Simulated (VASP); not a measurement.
Input of a VASP 6.6.1 run:

File INCAR:

```
SYSTEM = ZrP2
PREC = Accurate ; ENCUT = 520
EDIFF = 1E-7 ; ISMEAR = -1
SIGMA = 0.05 ; LREAL = .FALSE.
LASPH = .TRUE. ; NELM = 100
ALGO = Normal ; ISIF = 2
LWAVE = .FALSE. ; LCHARG = .TRUE.
GGA = PE ; LELF = .TRUE.
LVHAR = .TRUE. ; NBANDS = 56
```

Contents of KPOINTS:

```
Automatic mesh
0
G
  3 3 3
  0 0 0
```

POSCAR

```
ZrP2
1.0
    6.2142000000      0.1657970000     -0.2203700000
   -0.0170430000      5.7797870000      0.6600650000
    0.6881600000      0.3611340000      6.3551000000
Zr P
4 8
Direct
    0.4824490821      0.2942557781      0.9727460408
    0.8212265348      0.0037512553      0.7231821087
    0.3372640743      0.9735630448      0.4314287726
    0.0962891625      0.4768792743      0.5055849514
    0.6387882104      0.8662928118      0.1405320440
    0.4588782597      0.7540428353      0.8148204935
    0.0484929457      0.2439869764      0.1673541135
    0.7335729750      0.4351037065      0.2493203488
    0.8951896287      0.5152459042      0.8666995249
    0.9210305779      0.9003156825      0.3397492781
    0.5178520924      0.3381238784      0.5499057966
    0.1914008692      0.9232434307      0.9954059471
```

Potentials or basis: VASP PAW PBE potentials, release 64 (Zr_sv, P).

Command:

```bash
$ cat potpaw_PBE.64/Zr_sv/POTCAR potpaw_PBE.64/P/POTCAR > POTCAR
$ mpirun -np 1 vasp_std > vasp.out
```

(1) Estimate the pressure.

(2) Estimate the band gap on the k mesh.

(3) Estimate the largest force.

## Answers

(1) -3.1 GPa.

(2) zero (bands 44 and 45 overlap by 0.21 eV).

(3) 1.162 eV/Å.

Caveat: the k points lie up to 0.37 Å⁻¹ apart.
